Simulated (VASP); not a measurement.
# Cr (P6/mmm) in VASP: density of states with PBE

Aim: the density of states of Cr with PBE.

All numbers are computed with VASP 6.6.1; they aren't measurements. Logs are shortened: lines on timing, memory, paths and dates and some standing lists are left out, and cuts for length are marked.

## (1) The cell of the first run

Symmetry: P6/mmm, No. 191, hexagonal system. Conventional cell: a = 3.887 Å, b = 3.887 Å, c = 2.120 Å, α = 90.00°, β = 90.00°, γ = 120.00°. Cr (site symmetry 6/mmm) has 14 Cr at 2.12 to 2.48 Å within 2.8 Å. Cr (site symmetry -6m2) has 11 Cr at 2.12 to 2.48 Å within 2.8 Å.

## (2) Density of states, PBE, collinear spin, ferromagnetic start (volume scaled by 0.78)

File POSCAR:

```
Cr
1.0
    3.8869433344      0.0000000000      0.0000000000
   -1.9434716672      3.3661916706      0.0000000000
    0.0000000000      0.0000000000      2.1195680120
Cr
3
Direct
    0.0000000000      0.0000000000      0.0000000000
    0.3333333333      0.6666666667      0.5000000000
    0.6666666667      0.3333333333      0.5000000000
```

File INCAR.step1:

```
PREC     = Accurate       # precision mode
ENCUT    = 520            # plane-wave cutoff, eV
EDIFF    = 1E-6           # SCF threshold, eV
ISMEAR   = -1             # smearing method
SIGMA    = 0.1            # smearing width, eV
LREAL    = F              # projectors in reciprocal space
LASPH    = T              # aspherical terms in the spheres
NELM     = 150            # most SCF steps
ALGO     = Normal         # electronic algorithm
ISIF     = 2              # what is computed and relaxed
LWAVE    = F              # write WAVECAR
LCHARG   = T              # write CHGCAR
ISPIN    = 2              # spin polarisation
MAGMOM   = 2 2 2          # initial moments
LMAXMIX  = 4              # l up to which the mixer works
GGA      = PE             # functional
NBANDS   = 29             # bands
```

File KPOINTS.step1:

```
Automatic mesh
0
Gamma
  10 10 14
```

File INCAR.step2:

```
PREC     = Accurate       # precision mode
ENCUT    = 520            # plane-wave cutoff, eV
EDIFF    = 1E-6           # SCF threshold, eV
ISMEAR   = -5             # smearing method
SIGMA    = 0.1            # smearing width, eV
LREAL    = F              # projectors in reciprocal space
LASPH    = T              # aspherical terms in the spheres
NELM     = 150            # most SCF steps
ALGO     = Normal         # electronic algorithm
ISIF     = 2              # what is computed and relaxed
LWAVE    = F              # write WAVECAR
LCHARG   = F              # write CHGCAR
ISPIN    = 2              # spin polarisation
MAGMOM   = 2 2 2          # initial moments
LORBIT   = 11             # projections on sites
LMAXMIX  = 4              # l up to which the mixer works
GGA      = PE             # functional
NEDOS    = 2001           # points of the DOS
ICHARG   = 11             # starting density
```

File KPOINTS.step2:

```
Automatic mesh
0
Gamma
  15 15 21
```

Potentials or basis: VASP PAW PBE potentials, release 64 (Cr_pv).

On the command line:

```console
cat potpaw_PBE.64/Cr_pv/POTCAR > POTCAR
cp INCAR.step1 INCAR
cp KPOINTS.step1 KPOINTS
mpirun -np 1 vasp_std > vasp.out
cp INCAR.step2 INCAR
cp KPOINTS.step2 KPOINTS
mpirun -np 1 vasp_std > vasp.out
```

OUTCAR:

```text
PREC = Accurate
   ENCUT = 520
   EDIFF = 1E-6
   ISMEAR = -5
   LREAL = F
   LASPH = T
   NELM = 150
   ISIF = 2
   ISPIN = 2
   LORBIT = 11
   GGA = PE
   ICHARG = 11

 ion  position               nearest neighbor table
   1  0.000  0.000  0.000-   2 2.48   3 2.48   2 2.48   3 2.48   2 2.48   2 2.48   3 2.48   3 2.48
                             3 2.48   3 2.48   2 2.48   2 2.48
   2  0.333  0.667  0.500-   3 2.24   3 2.24   3 2.24   1 2.48   1 2.48   1 2.48   1 2.48   1 2.48
                             1 2.48   3 3.09   3 3.09   3 3.09   3 3.09   3 3.09   3 3.09
   3  0.667  0.333  0.500-   2 2.24   2 2.24   2 2.24   1 2.48   1 2.48   1 2.48   1 2.48   1 2.48
                             1 2.48   2 3.09   2 3.09   2 3.09   2 3.09   2 3.09   2 3.09

  LATTYP: Found a hexagonal cell.
 ALAT       =     3.8869433344
 C/A-ratio  =     0.5453045825

  Lattice vectors:

 A1 = (   3.8869433344,   0.0000000000,   0.0000000000)
 A2 = (  -1.9434716672,   3.3661916706,   0.0000000000)
 A3 = (   0.0000000000,   0.0000000000,   2.1195680120)

Analysis of symmetry for initial positions (statically):
=====================================================================
 Subroutine PRICEL returns:
 Original cell was already a primitive cell.

 Routine SETGRP: Setting up the symmetry group for a
 hexagonal supercell.

 Subroutine GETGRP returns: Found 24 space group operations
 (whereof 24 operations were pure point group operations)
 out of a pool of 24 trial point group operations.

The static configuration has the point symmetry D_6h.

Analysis of symmetry for dynamics (positions and initial velocities):
=====================================================================
 Subroutine PRICEL returns:
 Original cell was already a primitive cell.

 Routine SETGRP: Setting up the symmetry group for a
 hexagonal supercell.

 Subroutine GETGRP returns: Found 24 space group operations
 (whereof 24 operations were pure point group operations)
 out of a pool of 24 trial point group operations.

The dynamic configuration has the point symmetry D_6h.

Analysis of structural, dynamic, and magnetic symmetry:
=====================================================================
 Subroutine PRICEL returns:
 Original cell was already a primitive cell.

 Routine SETGRP: Setting up the symmetry group for a
 hexagonal supercell.

 Subroutine GETGRP returns: Found 24 space group operations
[... 130 lines left out ...]
  Thomas-Fermi vector in A             =   2.849548
   LORBIT       =     11    0 simple, 1 ext, 2 COOP (PROOUT), +10 PAW based schemes
   GGA     = PE    functional components
   LHFCALC =     F    Hartree Fock is set to
   AEXX    =    0.0000 exact exchange contribution
   IVDW    =     0    specifies the selected vdW correction
   LEPSILON=     F    determine dielectric tensor
   LRPA    =     F    only Hartree local field effects (RPA)
 spin polarized calculation
 Fermi weights with tetrahedron method with Bloechl corrections
  energy-cutoff  :      520.00
  volume of cell :       27.73
 maximum number of plane-waves:       762
 NGX is ok and might be reduce to    30

 number of electron      36.0000004 magnetization       0.0002323

 Free energy of the ion-electron system (eV)
  ---------------------------------------------------
  ext. energy  EPLUGINS =         0.00000000
  ---------------------------------------------------
  free energy    TOTEN  =       -25.60972936 eV

  energy without entropy =      -25.60972936  energy(sigma->0) =      -25.60972936

 E-fermi :  14.3948     XC(G=0): -14.9826

 val. band max:       14.4131389513   @ k =   0.1333  -0.0000   0.2381
 cond. band min:      14.2738287210   @ k =   0.3333   0.3333   0.4762
 fundamental gap:     -0.1393102303
 Fermi energy:        14.3947859472

 spin component 1

 k-point     1 :       0.0000    0.0000    0.0000
  band No.  band energies     occupation
      1     -29.0315      1.00000
      2     -29.0315      1.00000
      3     -28.8887      1.00000
      4     -28.8886      1.00000
      5     -27.7961      1.00000
      6     -27.7961      1.00000
[... 661 lines left out ...]
     24      17.4441      0.00000
     25      17.5475      0.00000

 [... further k-points ...]

 spin component 2

 k-point     1 :       0.0000    0.0000    0.0000
  band No.  band energies     occupation
      1     -29.0314      1.00000
      2     -29.0314      1.00000
      3     -28.8886      1.00000
      4     -28.8886      1.00000
      5     -27.7961      1.00000
      6     -27.7961      1.00000
[... 661 lines left out ...]
     24      17.4442      0.00000
     25      17.5527      0.00000

 [... further k-points ...]

------------------------ aborting loop because EDIFF is reached ----------------------------------------

  FORCE on cell =-STRESS in cart. coord.  units (eV):
  Direction    XX          YY          ZZ          XY          YZ          ZX
  --------------------------------------------------------------------------------------
  -------------------------------------------------------------------------------------
  Total       16.7149387     16.7149387     16.9275798      0.0000000      0.0000000      0.0000000
  in kB      965.6527092    965.6527092    977.9373783      0.0000000      0.0000000      0.0000000
  external PRESSURE =     969.7475989 kB  Pullay stress =       0.0000000 kB

 VOLUME and BASIS-vectors are now :
 -----------------------------------------------------------------------------
  energy-cutoff  :      520.00
  volume of cell :       27.73
      direct lattice vectors                 reciprocal lattice vectors
     3.886943334  0.000000000  0.000000000     0.257271566  0.148535808  0.000000000
    -1.943471667  3.366191671  0.000000000     0.000000000  0.297071616  0.000000000
     0.000000000  0.000000000  2.119568012     0.000000000  0.000000000  0.471794250

 POSITION                                       TOTAL-FORCE (eV/Angst)
 -----------------------------------------------------------------------------------
      0.00000      0.00000      0.00000         0.000000      0.000000     -0.000000
     -0.00000      2.24413      1.05978        -0.000000      0.000000      0.000000
      1.94347      1.12206      1.05978         0.000000     -0.000000     -0.000000
 -----------------------------------------------------------------------------------
    total drift:                               -0.000000      0.000000     -0.000000

  FREE ENERGIE OF THE ION-ELECTRON SYSTEM (eV)
  ---------------------------------------------------
  free  energy   TOTEN  =       -25.6097293588 eV

  energy  without entropy=      -25.6097293588  energy(sigma->0) =      -25.60972936

 total charge

# of ion       s       p       d       tot
------------------------------------------
    1        0.519   6.552   4.565  11.636
    2        0.530   6.519   4.676  11.725
    3        0.530   6.519   4.676  11.725
--------------------------------------------------
tot          1.579  19.589  13.917  35.086

 magnetization (x)

# of ion       s       p       d       tot
------------------------------------------
    1        0.000   0.000   0.000   0.000
    2        0.000   0.000   0.000   0.000
    3        0.000   0.000   0.000   0.000
--------------------------------------------------
tot          0.000   0.000   0.000   0.000
```

OUTCAR.step1:

```text
PREC = Accurate
   ENCUT = 520
   EDIFF = 1E-6
   ISMEAR = -1
   LREAL = F
   LASPH = T
[... 1787 lines left out ...]
      0.00000      0.00000      0.00000         0.000000      0.000000      0.000000
     -0.00000      2.24413      1.05978        -0.000000      0.000000      0.000000
      1.94347      1.12206      1.05978         0.000000      0.000000      0.000000
 -----------------------------------------------------------------------------------
    total drift:                               -0.000000      0.000000      0.000000

  FREE ENERGIE OF THE ION-ELECTRON SYSTEM (eV)
  ---------------------------------------------------
  free  energy   TOTEN  =       -25.6747445537 eV

  energy  without entropy=      -25.5524470895  energy(sigma->0) =      -25.61359582
```

OSZICAR.step1:

```text
N       E                     dE             d eps       ncg     rms          rms(c)
DAV:   1     0.421621220285E+03    0.42162E+03   -0.19291E+04 13024   0.162E+03
DAV:   2    -0.870937732306E+01   -0.43033E+03   -0.41190E+03 13022   0.474E+02
DAV:   3    -0.268683316495E+02   -0.18159E+02   -0.17835E+02 14237   0.117E+02
DAV:   4    -0.271125555670E+02   -0.24422E+00   -0.24356E+00 16927   0.130E+01
DAV:   5    -0.271169280389E+02   -0.43725E-02   -0.43417E-02 13773   0.178E+00    0.327E+01
DAV:   6    -0.256661922440E+02    0.14507E+01   -0.10183E+01 13587   0.309E+01    0.746E+00
DAV:   7    -0.256872412204E+02   -0.21049E-01   -0.61820E-01 14622   0.729E+00    0.560E+00
DAV:   8    -0.257293158885E+02   -0.42075E-01   -0.30008E-01 13671   0.759E+00    0.275E+00
DAV:   9    -0.256852452394E+02    0.44071E-01   -0.15577E-01 14611   0.547E+00    0.130E+00
DAV:  10    -0.256748243914E+02    0.10421E-01   -0.15595E-02 14623   0.133E+00    0.465E-01
DAV:  11    -0.256747113460E+02    0.11305E-03   -0.16935E-03 14987   0.356E-01    0.110E-01
DAV:  12    -0.256747507190E+02   -0.39373E-04   -0.94461E-05 14724   0.859E-02    0.563E-02
DAV:  13    -0.256747518018E+02   -0.10829E-05   -0.22191E-05 14371   0.365E-02    0.159E-02
DAV:  14    -0.256747477910E+02    0.40108E-05   -0.20778E-06 10752   0.141E-02    0.700E-03
DAV:  15    -0.256747454086E+02    0.23824E-05   -0.32541E-07  7836   0.573E-03    0.258E-03
DAV:  16    -0.256747445537E+02    0.85489E-06   -0.76727E-08  7806   0.221E-03
   1 F= -.25674745E+02 E0= -.25613596E+02  d E =-.122297E+00  mag=     0.0002
```

Wall time 3.8 min (1 thread of Intel Xeon Platinum 8488C (Sapphire Rapids), shared host); peak memory 0.38 GiB.

What came out:

```yaml
Net_moment: 0.00 μB per cell
Valence_electrons_inside_the_program's_atomic_spheres: Cr 11.64, 11.72
```

Caveat: the starting moments collapsed, and a magnetic state may lie lower; tetrahedron occupations give inexact forces and stress in metals.
